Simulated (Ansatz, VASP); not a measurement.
**One calculation of PdPt2, two programs**

```
CELL_PARAMETERS angstrom
2.72066 0.00000 0.00000
0.00000 2.72066 0.00000
0.00000 0.00000 6.64631
ATOMIC_POSITIONS crystal
Pd 0.00000 0.00000 0.00000
Pt 0.50000 0.50000 0.30703
Pt 0.50000 0.50000 0.69297
```

Change from the starting cell: species swapped into the Ga2Cu type (P4/mmm, No. 123).

Alike in both runs: functional PBE; k mesh 16 × 16 × 8; occupations gaussian, width 0.1 eV; no spin polarisation.

Ansatz relaxed the structure, and its values are those at the end. VASP's run is a single point on that final structure, the one shown.

```csv
,VASP,Ansatz
version,VASP 6.6.1,Ansatz 0.2.0
potentials or method,"VASP PAW PBE potentials, release 64 (Pd, Pt), cutoff 520 eV","scalar-relativistic, plane waves, PAW"
valence electrons in the cell,30,54
```

VASP gave:

```
gap on the k mesh at the Fermi level (eV) : none
pressure (GPa)                            : -0.4
```

Q: Estimate Ansatz's values.

A: gap on the k mesh at the Fermi level (eV): none; pressure (GPa): 0.0.

A gap of «none» marks a metal or a gap that the smearing closes. With one functional, cell and mesh, what is left measures potentials, basis and numerics. VASP's potentials hold 30 valence electrons a cell and Ansatz's 54, so a difference there can come from the potentials and not from the codes.

Spin-orbit coupling is off throughout.
